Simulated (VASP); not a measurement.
# Si7N8O2 in VASP: further runs, part 2 of 2

VASP 6.6.1.

## Step 3: Relaxation of cell and atoms, PBE

INCAR

```
SYSTEM = Si7N8O2
ALGO = Normal ; EDIFF = 1E-7
EDIFFG = -0.04 ; ENCUT = 600
GGA = PE ; IBRION = 2
ISIF = 3 ; ISMEAR = 0
ISYM = 0 ; LASPH = .True.
LCHARG = .False. ; LREAL = Auto
LWAVE = .False. ; NELM = 60
NSW = 45 ; PREC = Accurate
SIGMA = 0.1
```

KPOINTS

```
k-points
0
Gamma
  3 3 3
  0 0 0
```

POSCAR

```
Si7N8O2
1.0
    5.4337642072     -0.3729776457     -0.4812255754
   -0.4118691026      6.9197445307      0.1185715769
   -0.4901575804      0.1337931341      5.5818564007
Si N O
7 8 2
Direct
    0.8230259929      0.4707348098      0.9625443626
    0.3796131938      0.4223335925      0.5315516675
    0.5675137309      0.0544630489      0.8237872710
    0.4568913918      0.0341480798      0.3407406704
    0.0851521316      0.8506616379      0.0083977844
    0.0619529825      0.6379340913      0.5124346492
    0.9720213494      0.2125618249      0.1934591176
    0.9706280310      0.6650726176      0.8014758794
    0.4939218984      0.9011194395      0.5983837157
    0.0584171348      0.8110684342      0.2972034034
    0.5780092497      0.3253109137      0.7831325081
    0.2602272642      0.2158967989      0.3626854699
    0.5241831872      0.5381117673      0.2889684901
    0.3878349859      0.9652787102      0.0378103579
    0.7463675700      0.5450170307      0.2649979551
    0.8957134859      0.0481583860      0.9515871068
    0.7426084794      0.1611967318      0.3416620327
```

Potentials or basis: VASP PAW PBE potentials, release 64 (Si, N, O).

On the command line:

```sh
$ cat potpaw_PBE.64/Si/POTCAR potpaw_PBE.64/N/POTCAR potpaw_PBE.64/O/POTCAR > POTCAR
$ mpirun -np 1 vasp_std > vasp.out
```

OUTCAR:

```text
SYSTEM = Si7N8O2
   EDIFF = 1E-7
   EDIFFG = -0.04
   ENCUT = 600
   GGA = PE
   IBRION = 2
   ISIF = 3
   ISMEAR = 0
   ISYM = 0
   LASPH = .True.
   LREAL = Auto
   NELM = 60
   NSW = 45
   PREC = Accurate

 ion  position               nearest neighbor table
   1  0.823  0.471  0.963-  11 1.76   8 1.77  15 1.92   7 2.31   5 2.83   2 3.10   3 3.11
   2  0.380  0.422  0.532-  12 1.74  11 1.78  13 1.80   6 2.42   7 2.93   4 3.05   1 3.10
   3  0.568  0.054  0.824-   9 1.65  14 1.73  16 1.82  11 1.88   4 2.67   7 2.89   4 3.06   1 3.11
                             5 3.15
   4  0.457  0.034  0.341-   9 1.67  17 1.69  14 1.75  12 1.78   3 2.67   5 2.73   7 3.04   2 3.05
                             3 3.06
   5  0.085  0.851  0.008-  10 1.66  14 1.72   8 1.75  16 1.80   4 2.73   1 2.83   7 2.94   6 3.14
                             3 3.15
   6  0.062  0.638  0.512-  10 1.66   8 1.80  15 2.07   2 2.42   5 3.14
   7  0.972  0.213  0.193-  17 1.62  12 1.69  16 1.77   1 2.31   3 2.89   2 2.93   5 2.94   4 3.04
[... 186 lines left out ...]
  Total       -0.0431182     -0.1081805     -0.4043717     -0.1092614      0.0218615     -0.1173830
  in kB       -0.3331681     -0.8358960     -3.1245252     -0.8442476      0.1689207     -0.9070028
  external PRESSURE =      -1.4311964 kB  Pullay stress =       0.0000000 kB
[... 344 lines left out ...]
--------------------------------------- Ionic step        8  -------------------------------------------

 number of electron      79.9999999 magnetization

 Free energy of the ion-electron system (eV)
  ---------------------------------------------------
  ext. energy  EPLUGINS =         0.00000000
  ---------------------------------------------------
  free energy    TOTEN  =      -127.05254799 eV

  energy without entropy =     -127.05254799  energy(sigma->0) =     -127.05254799

 E-fermi :   5.6261     XC(G=0):  -9.9537

 val. band max:        5.1775087337   @ k =   0.3333  -0.3333   0.3333
 cond. band min:       6.6820805094   @ k =  -0.3333   0.3333   0.3333
 fundamental gap:      1.5045717757
 Fermi energy:         5.6260645865

 k-point     1 :       0.0000    0.0000    0.0000
  band No.  band energies     occupation
      1     -16.1638      2.00000
      2     -15.7146      2.00000
      3     -14.5296      2.00000
      4     -11.6783      2.00000
      5     -11.0461      2.00000
      6     -10.7009      2.00000
[... 761 lines left out ...]
  FREE ENERGIE OF THE ION-ELECTRON SYSTEM (eV)
  ---------------------------------------------------
  free  energy   TOTEN  =      -127.0525479866 eV

  energy  without entropy=     -127.0525479865  energy(sigma->0) =     -127.05254799

 reached required accuracy - stopping structural energy minimisation
```

OSZICAR:

```text
N       E                     dE             d eps       ncg     rms          rms(c)
DAV:   1     0.459628727229E+03    0.45963E+03   -0.42763E+04  1372   0.167E+03
DAV:   2    -0.101737145746E+03   -0.56137E+03   -0.54008E+03  1759   0.331E+02
DAV:   3    -0.144000428551E+03   -0.42263E+02   -0.41780E+02  1648   0.989E+01
DAV:   4    -0.145002568142E+03   -0.10021E+01   -0.99894E+00  1704   0.153E+01
[... 79 lines left out ...]
DAV:   2    -0.127052584526E+03   -0.15663E-03   -0.22189E-03  1736   0.221E-01    0.445E-02
DAV:   3    -0.127052557351E+03    0.27175E-04   -0.64560E-05  1640   0.544E-02    0.285E-02
DAV:   4    -0.127052548455E+03    0.88959E-05   -0.41010E-05  1624   0.326E-02    0.104E-02
DAV:   5    -0.127052548024E+03    0.43027E-06   -0.75008E-06  1832   0.148E-02    0.433E-03
DAV:   6    -0.127052547987E+03    0.37786E-07   -0.89153E-07  1624   0.539E-03
   8 F= -.12705255E+03 E0= -.12705255E+03  d E =-.355736E-03
```

CONTCAR:

```text
Si7N8O2
   1.00000000000000
     5.4274760056616822   -0.3734647847007985   -0.4819819653064444
    -0.4118362872513940    6.9232939234919169    0.1179751134350667
    -0.4910466430248219    0.1334508283223163    5.5745865094565534
  Si              N               O
     7     8     2
Direct
     0.8230497645955299    0.4708606244810943    0.9630998807088703
     0.3800692055095872    0.4225573817453235    0.5309628811800359
     0.5673243346546551    0.0545798166314293    0.8236345857393013
     0.4567125896359382    0.0341629353844106    0.3407587962822788
     0.0848274576447571    0.8502567770572512    0.0082811420141211
     0.0621348438517859    0.6378328712642508    0.5123234186858652
[... 9 lines left out ...]
     0.8951265724472348    0.0480676337833387    0.9511652768683516
     0.7423638721187800    0.1609278355275346    0.3412545398495578

  0.00000000E+00  0.00000000E+00  0.00000000E+00
  0.00000000E+00  0.00000000E+00  0.00000000E+00
  0.00000000E+00  0.00000000E+00  0.00000000E+00
  0.00000000E+00  0.00000000E+00  0.00000000E+00
  0.00000000E+00  0.00000000E+00  0.00000000E+00
  0.00000000E+00  0.00000000E+00  0.00000000E+00
[... 9 lines left out ...]
  0.00000000E+00  0.00000000E+00  0.00000000E+00
  0.00000000E+00  0.00000000E+00  0.00000000E+00
```

Run time: 26 min. Hardware: 1 thread of Oxide Virtual Turin-like, shared host; peak memory 0.39 GiB.

What came out:

- Free energy: -127.0525 eV
- Relaxed volume: 12.17 Å³/atom
- Relaxed cell: a = 5.462 Å, b = 6.937 Å, c = 5.598 Å, α = 87.37°, β = 100.18°, γ = 97.40°
- Space group after relaxing (to 0.1 Å): P1 (No. 1)
- Energy gained by relaxing: 0.2 meV/atom
- Ionic steps: 8
- Pressure after relaxing: 0.0 GPa
- Largest force after relaxing: 0.037 eV/Å
- Band gap on the k mesh: 1.50 eV (least direct gap 1.51 eV)

Forces in eV/Å, atoms in the order of the input:
```
Si   0.004 -0.021 -0.021
Si   0.017 -0.014  0.004
Si  -0.016 -0.005  0.014
Si   0.026  0.004 -0.023
Si  -0.012  0.016  0.010
Si   0.014  0.021 -0.009
Si  -0.002 -0.024  0.013
N    0.006 -0.004  0.009
N   -0.001  0.004 -0.014
N   -0.022  0.003  0.006
N   -0.011 -0.006  0.003
N   -0.002  0.016  0.000
N    0.036  0.006 -0.005
N   -0.021 -0.004  0.003
N   -0.006  0.012  0.029
O    0.005 -0.002 -0.016
O   -0.015 -0.002 -0.004
```

Step by step:
```csv
step,energy change (eV),largest force (eV/Å),pressure (GPa),volume (Å³)
1,0.0000,0.3384,-0.14,207.35
2,0.0163,1.4200,-0.43,207.02
3,-0.0014,0.1126,-0.22,207.28
4,-0.0021,0.0743,0.19,206.81
5,-0.0022,0.0649,0.08,206.94
6,-0.0028,0.0473,0.07,206.90
7,-0.0028,0.0585,0.06,206.89
8,-0.0031,0.0371,-0.02,206.94
```

Final structure:
```cif
data_structure
_symmetry_space_group_name_H-M 'P 1'
_symmetry_Int_Tables_number 1
_cell_length_a 5.4616
_cell_length_b 6.9365
_cell_length_c 5.5978
_cell_angle_alpha 87.367
_cell_angle_beta 100.177
_cell_angle_gamma 97.397
_cell_volume 206.94
loop_
_atom_site_label
_atom_site_type_symbol
_atom_site_fract_x
_atom_site_fract_y
_atom_site_fract_z
_atom_site_occupancy
Si1 Si 0.82305 0.47086 0.96310 1
Si2 Si 0.38007 0.42256 0.53096 1
Si3 Si 0.56732 0.05458 0.82363 1
Si4 Si 0.45671 0.03416 0.34076 1
Si5 Si 0.08483 0.85026 0.00828 1
Si6 Si 0.06213 0.63783 0.51232 1
Si7 Si 0.97223 0.21288 0.19292 1
N1 N 0.97111 0.66444 0.80159 1
N2 N 0.49405 0.90044 0.59831 1
N3 N 0.05701 0.81176 0.29749 1
N4 N 0.57803 0.32539 0.78321 1
N5 N 0.26024 0.21578 0.36297 1
N6 N 0.52473 0.53864 0.29035 1
N7 N 0.38716 0.96529 0.03757 1
N8 N 0.74792 0.54521 0.26493 1
O1 O 0.89513 0.04807 0.95117 1
O2 O 0.74236 0.16093 0.34125 1
```

Caveat: the standard files for N, O and F lose accuracy on very short bonds; the atoms stand as in a frame of molecular dynamics.
